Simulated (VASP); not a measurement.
# PdRu3Pt (Pm-3m) in VASP: further runs

The runs below take PdRu3Pt through relaxation of cell and atoms, single point, with PBE.

All numbers are computed with VASP 6.6.1; they aren't measurements. Logs are shortened: lines on timing, memory, paths and dates and some standing lists are left out, and cuts for length are marked.

## (1) The cell of the first run

It takes space group Pm-3m (No. 221, cubic). Conventional cell: a = 3.860 Å, b = 3.860 Å, c = 3.860 Å, α = 90.00°, β = 90.00°, γ = 90.00°. Ru (site symmetry 4/mmm) has 2 Pt at 1.93 Å within 2.6 Å. Pd (site symmetry m-3m) has 12 Ru at 2.73 Å and 8 Pt at 3.34 Å within 3.6 Å. Within 2.6 Å of Pt (site symmetry m-3m) lie 6 Ru at 1.93 Å.

## (2) Relaxation of cell and atoms, PBE

Contents of INCAR:

```
PREC = Accurate
ENCUT = 600
EDIFF = 1E-7
ISMEAR = 0
SIGMA = 0.1
LREAL = False
LASPH = True
NELM = 80
ALGO = Normal
ISIF = 3
LWAVE = False
LCHARG = False
GGA = PE
IBRION = 2
NSW = 90
EDIFFG = -0.04
```

Contents of KPOINTS:

```
Automatic mesh
0
Gamma
  4 4 4
```

Contents of POSCAR:

```
PdRu3Pt
1.0
    3.8602532100      0.0000000000      0.0000000000
    0.0000000000      3.8602532100      0.0000000000
    0.0000000000      0.0000000000      3.8602532100
Ru Pd Pt
3 1 1
Direct
    0.0000000000      0.5000000000      0.5000000000
    0.5000000000      0.5000000000      0.0000000000
    0.5000000000      0.0000000000      0.5000000000
    0.0000000000      0.0000000000      0.0000000000
    0.5000000000      0.5000000000      0.5000000000
```

Potentials or basis: VASP PAW PBE potentials, release 64 (Ru_pv, Pd, Pt).

Run with:

```
cat potpaw_PBE.64/Ru_pv/POTCAR potpaw_PBE.64/Pd/POTCAR potpaw_PBE.64/Pt/POTCAR > POTCAR
mpirun -np 1 vasp_std > vasp.out
```

OUTCAR:

```text
PREC = Accurate
   ENCUT = 600
   EDIFF = 1E-7
   ISMEAR = 0
   LREAL = False
   LASPH = True
   NELM = 80
   ISIF = 3
   GGA = PE
   IBRION = 2
   NSW = 90
   EDIFFG = -0.04

 ion  position               nearest neighbor table
   1  0.000  0.500  0.500-   5 1.93   5 1.93   4 2.73   2 2.73   2 2.73   4 2.73   3 2.73   4 2.73
                             4 2.73   2 2.73   3 2.73   3 2.73   2 2.73   3 2.73
   2  0.500  0.500  0.000-   5 1.93   5 1.93   4 2.73   1 2.73   1 2.73   3 2.73   3 2.73   3 2.73
                             4 2.73   3 2.73   1 2.73   4 2.73   1 2.73   4 2.73
   3  0.500  0.000  0.500-   5 1.93   5 1.93   4 2.73   1 2.73   2 2.73   4 2.73   1 2.73   2 2.73
                             2 2.73   2 2.73   1 2.73   4 2.73   4 2.73   1 2.73
   4  0.000  0.000  0.000-   1 2.73   2 2.73   3 2.73   1 2.73   3 2.73   1 2.73   2 2.73   1 2.73
                             2 2.73   3 2.73   3 2.73   2 2.73   5 3.34   5 3.34   5 3.34   5 3.34
   5  0.500  0.500  0.500-   1 1.93   2 1.93   3 1.93   2 1.93   3 1.93   1 1.93   4 3.34   4 3.34
                             4 3.34   4 3.34   4 3.34   4 3.34   4 3.34   4 3.34

  LATTYP: Found a simple cubic cell.
 ALAT       =     3.8602532100

  Lattice vectors:

 A1 = (   3.8602532100,   0.0000000000,   0.0000000000)
 A2 = (   0.0000000000,   3.8602532100,   0.0000000000)
 A3 = (   0.0000000000,   0.0000000000,   3.8602532100)

Analysis of symmetry for initial positions (statically):
=====================================================================
 Subroutine PRICEL returns:
 Original cell was already a primitive cell.

 Routine SETGRP: Setting up the symmetry group for a
 simple cubic supercell.

 Subroutine GETGRP returns: Found 48 space group operations
 (whereof 48 operations were pure point group operations)
 out of a pool of 48 trial point group operations.

The static configuration has the point symmetry O_h .

Analysis of symmetry for dynamics (positions and initial velocities):
=====================================================================
 Subroutine PRICEL returns:
 Original cell was already a primitive cell.

 Routine SETGRP: Setting up the symmetry group for a
 simple cubic supercell.

 Subroutine GETGRP returns: Found 48 space group operations
 (whereof 48 operations were pure point group operations)
 out of a pool of 48 trial point group operations.

The dynamic configuration has the point symmetry O_h .

 Subroutine INISYM returns: Found 48 space group operations
 (whereof 48 operations are pure point group operations),
 and found     1 'primitive' translations

----------------------------------------------------------------------------------------

                                     Primitive cell

  volume of cell :      57.5238

  direct lattice vectors                    reciprocal lattice vectors
[... 67 lines left out ...]
   NGXF,Y,Z  is equivalent  to a cutoff of  27.56, 27.56, 27.56 a.u.
 SYSTEM =  unknown system
   PREC   = accura    normal or accurate (medium, high low for compatibility)
   ISTART =      0    job   : 0-new  1-cont  2-samecut
   ICHARG =      2    charge: 1-file 2-atom 10-const
   ISPIN  =      1    spin polarized calculation?
   LNONCOLLINEAR =      F non collinear calculations
   LSORBIT =      F    spin-orbit coupling
   LASPH  =      T    aspherical Exc in radial PAW
   ENCUT  =  600.0 eV  44.10 Ry    6.64 a.u.   7.71  7.71  7.71*2*pi/ulx,y,z
   NELM   =     80;   NELMIN=  2; NELMDL= -5     # of ELM steps
   EDIFF  = 0.1E-06   stopping-criterion for ELM
   LREAL  =      F    real-space projection
   EDIFFG = -.4E-01   stopping-criterion for IOM
   NSW    =     90    number of steps for IOM
   IBRION =      2    ionic relax: 0-MD 1-quasi-New 2-CG
   NFREE  =      1    steps in history (QN), initial steepest desc. (CG)
   ISIF   =      3    stress and relaxation
   ISYM   =      2    0-nonsym 1-usesym 2-fastsym
   POTIM  = 0.5000    time-step for ionic-motion
   TEBEG  =    0.0;   TEEND  =   0.0 temperature during run
   PSTRESS=    0.0 pullay stress
   NELECT =      62.0000    total number of electrons
   NUPDOWN=      -1.0000    fix difference up-down
   EMIN   =  10.00;   EMAX   =-10.00  energy-range for DOS
   EFERMI =   0.00;   METHOD = LEGACY
   ISMEAR =     0;   SIGMA  =   0.10  broadening in eV -4-tet -1-fermi 0-gaus
   EFERMI_NEDOS =   21; number of points for ismear=-14 and -15
   IALGO  =     38    algorithm
   IMIX   =      4    mixing-type and parameters
     AMIX     =   0.40;   BMIX     =  1.00
     AMIX_MAG =   1.60;   BMIX_MAG =  1.00
  volume/ion in A,a.u.               =      11.50        77.64
  Fermi-wavevector in a.u.,A,eV,Ry     =   1.678506  3.171917 38.332821  2.817383
  Thomas-Fermi vector in A             =   2.762583
   LORBIT       =      0    0 simple, 1 ext, 2 COOP (PROOUT), +10 PAW based schemes
   GGA     = PE    functional components
   LHFCALC =     F    Hartree Fock is set to
   AEXX    =    0.0000 exact exchange contribution
   IVDW    =     0    specifies the selected vdW correction
   LEPSILON=     F    determine dielectric tensor
   LRPA    =     F    only Hartree local field effects (RPA)
 conjugate gradient relaxation of ions
 non-spin polarized calculation
 Gauss-broadening in eV      SIGMA  =   0.10
  energy-cutoff  :      600.00
  volume of cell :       57.52
 maximum number of plane-waves:      1936
 NGX is ok and might be reduce to    32
   NGX = 15   NGY = 15   NGZ = 15

--------------------------------------- Ionic step        1  -------------------------------------------

 number of electron      62.0000011 magnetization

 Free energy of the ion-electron system (eV)
  ---------------------------------------------------
  ext. energy  EPLUGINS =         0.00000000
  ---------------------------------------------------
  free energy    TOTEN  =        -4.51723337 eV

  energy without entropy =       -4.48054798  energy(sigma->0) =       -4.49889067

 E-fermi :  16.4280     XC(G=0): -14.7953

 val. band max:       16.3640834196   @ k =   0.2500   0.2500   0.0000
 cond. band min:      16.4529675918   @ k =   0.5000   0.2500   0.2500
 fundamental gap:      0.0888841722
 Fermi energy:        16.4279966912
[... 1325 lines left out ...]
     36       3.1442      0.00000
     37       3.1442      0.00000

[... ionic steps 4 to 20 ...]

--------------------------------------- Ionic step       21  -------------------------------------------

 number of electron      62.0000047 magnetization

------------------------ aborting loop because EDIFF is reached ----------------------------------------
[... 73 lines left out ...]
--------------------------------------- Ionic step       23  -------------------------------------------

 number of electron      62.0000046 magnetization

 Free energy of the ion-electron system (eV)
  ---------------------------------------------------
  ext. energy  EPLUGINS =         0.00000000
  ---------------------------------------------------
  free energy    TOTEN  =       -28.89510123 eV

  energy without entropy =      -28.80868267  energy(sigma->0) =      -28.85189195

 E-fermi :   6.7297     XC(G=0): -11.3853

 val. band max:        6.7234207015   @ k =   0.5000   0.2500   0.2500
 cond. band min:       6.7960032713   @ k =   0.5000   0.5000   0.2500
 fundamental gap:      0.0725825697
 Fermi energy:         6.7296888841
[... 430 lines left out ...]
  FREE ENERGIE OF THE ION-ELECTRON SYSTEM (eV)
  ---------------------------------------------------
  free  energy   TOTEN  =       -28.8951012294 eV

  energy  without entropy=      -28.8086826718  energy(sigma->0) =      -28.85189195

 reached required accuracy - stopping structural energy minimisation
```

It took 4.8 min on 1 thread of Intel Xeon 6975P-C (Granite Rapids), shared host; peak memory 0.2 GiB.

Results:

| Item | Value |
| --- | --- |
| Free energy | -28.8951 eV |
| Relaxed volume | 20.44 Å³/atom |
| Relaxed cell | a = 4.675 Å, b = 4.675 Å, c = 4.675 Å, α = 90.00°, β = 90.00°, γ = 90.00° |
| Space group after relaxing (to 0.05 Å) | Pm-3m (No. 221) |
| Energy gained by relaxing | 4875.6 meV/atom |
| Ionic steps | 23 |
| Pressure after relaxing | 0.3 GPa |
| Band gap on the k mesh | zero (band 31 reaches 7.37 eV, above the bottom of band 32 at 6.52 eV) |

The path:
| step | energy change (eV) | largest force (eV/Å) | pressure (GPa) | volume (Å³) |
| --- | --- | --- | --- | --- |
| 1 | 0.0000 | 0.0000 | 295.57 | 57.52 |
| 2 | 56.2322 | 0.0000 | -91.54 | 476.88 |
| 3 | -13.6096 | 0.0000 | -14.50 | 213.71 |
| 4 | -16.7756 | 0.0000 | -16.42 | 180.57 |
| 5 | -24.2789 | 0.0000 | -5.83 | 107.59 |
| 6 | -24.0375 | 0.0000 | 14.08 | 93.99 |
| 7 | -24.3762 | 0.0000 | -0.86 | 103.09 |
| 8 | -24.3773 | 0.0000 | 0.55 | 102.00 |
| 9 | -24.3774 | 0.0000 | 0.55 | 102.00 |
| 10 | -24.3774 | 0.0000 | 0.53 | 102.01 |
| 11 | -24.3774 | 0.0000 | 0.53 | 102.01 |
| 12 | -24.3774 | 0.0000 | 0.53 | 102.01 |
| 13 | -24.3774 | 0.0000 | 0.53 | 102.01 |
| 14 | -24.3774 | 0.0000 | 0.53 | 102.01 |
| 15 | -24.3774 | 0.0000 | 0.53 | 102.01 |
| 16 | -24.3774 | 0.0000 | 0.53 | 102.01 |
| 17 | -24.3774 | 0.0000 | 0.53 | 102.01 |
| 18 | -24.3774 | 0.0000 | 0.53 | 102.02 |
| 19 | -24.3774 | 0.0000 | 0.52 | 102.02 |
| 20 | -24.3775 | 0.0000 | 0.50 | 102.03 |
| 21 | -24.3775 | 0.0000 | 0.47 | 102.06 |
| 22 | -24.3777 | 0.0000 | 0.41 | 102.10 |
| 23 | -24.3779 | 0.0000 | 0.28 | 102.20 |

Final structure:
```xyz
5
Lattice="4.6754 0.0000 0.0000 0.0000 4.6754 0.0000 0.0000 0.0000 4.6754" Properties=species:S:1:pos:R:3 pbc="T T T"
Ru    0.0000    2.3377    2.3377
Ru    2.3377    2.3377    0.0000
Ru    2.3377    4.6754    2.3377
Pd    0.0000    0.0000    0.0000
Pt    2.3377    2.3377    2.3377
```

Levels at points of the mesh, in eV from the Fermi level:
| k point | band 29 | band 30 | band 31 | band 32 | band 33 | band 34 |
| --- | --- | --- | --- | --- | --- | --- |
| (0.00, 0.00, 0.00) | 0.15 | 0.43 | 0.64 | 0.64 | 0.64 | 1.46 |
| (0.50, 0.00, 0.00) | -0.37 | -0.32 | -0.05 | 0.13 | 0.30 | 0.30 |
| (0.50, 0.50, 0.00) | -1.24 | -1.15 | -0.55 | -0.21 | 0.36 | 0.36 |
| (0.50, 0.50, 0.50) | -0.66 | -0.66 | 0.10 | 0.10 | 0.10 | 0.15 |

Caveat: the k points lie up to 0.34 Å⁻¹ apart in the final cell; the volume moved by over 15 % at a fixed basis, so the end points are rough; spin-orbit coupling is left out, which moves the levels of the heavy elements.

## (3) Single point, PBE, collinear spin, ferromagnetic start

This run uses another cell than the first one, of 20.56 Å³/atom, 1.787 times its volume.

Contents of INCAR:

```
PREC = Accurate
ENCUT = 520
EDIFF = 1E-7
ISMEAR = 0
SIGMA = 0.1
LREAL = False
LASPH = True
NELM = 150
ALGO = Fast
ISIF = 2
LWAVE = False
LCHARG = False
ISPIN = 2
MAGMOM = 1 1 1 1 0
LORBIT = 11
LMAXMIX = 4
GGA = PE
NBANDS = 43
```

KPOINTS is that of step 2.

POSCAR, as its differences from that of step 2:

```diff
@@ -2,5 +2,5 @@
 1.0
-    3.8602532100      0.0000000000      0.0000000000
-    0.0000000000      3.8602532100      0.0000000000
-    0.0000000000      0.0000000000      3.8602532100
+    4.6844775931      0.0000000000      0.0000000000
+    0.0000000000      4.6844775931      0.0000000000
+    0.0000000000      0.0000000000      4.6844775931
 Ru Pd Pt
```

Potentials or basis: VASP PAW PBE potentials, release 64 (Ru_pv, Pd, Pt).

Run with:

```
cat potpaw_PBE.64/Ru_pv/POTCAR potpaw_PBE.64/Pd/POTCAR potpaw_PBE.64/Pt/POTCAR > POTCAR
mpirun -np 1 vasp_std > vasp.out
```

Run time: 58 s. Hardware: 1 thread of Intel Xeon 6975P-C (Granite Rapids), shared host; peak memory 0.27 GiB.

Results (log left out):

```
Free energy                                           : -29.1598 eV
Pressure                                              : 1.7 GPa
Net moment                                            : 3.79 μB per cell
Site moments                                          : Ru +1.16; Pd +0.20; Pt +0.06 μB
Valence electrons inside the program's atomic spheres : Ru 12.44; Pd 8.94; Pt 9.98
```

Levels at points of the mesh, in eV from the Fermi level:
Spin up:
```tsv
k point	band 31	band 32	band 33	band 34	band 35	band 36
(0.00, 0.00, 0.00)	0.36	0.36	0.36	1.40	1.40	1.40
(0.50, 0.00, 0.00)	-0.52	-0.26	-0.04	-0.04	0.31	1.41
(0.50, 0.50, 0.00)	-1.09	-0.82	0.01	0.01	0.64	0.64
(0.50, 0.50, 0.50)	-0.45	-0.45	-0.45	-0.32	-0.32	1.69
```
Spin down:
```
           k point  band 26  band 27  band 28  band 29  band 30  band 31  band 32  band 33
(0.00, 0.00, 0.00)     0.36     0.49     0.49     0.49     0.85     0.94     0.94     0.94
(0.50, 0.00, 0.00)    -0.47    -0.47    -0.13    -0.09     0.06     0.36     0.46     0.64
(0.50, 0.50, 0.00)    -1.26    -1.14    -1.02    -1.02    -0.77    -0.16     0.22     0.70
(0.50, 0.50, 0.50)    -1.38    -1.38    -0.43    -0.43    -0.43     0.51     0.51     0.51
```

Caveat: spin-orbit coupling is left out, which moves the levels of the heavy elements.
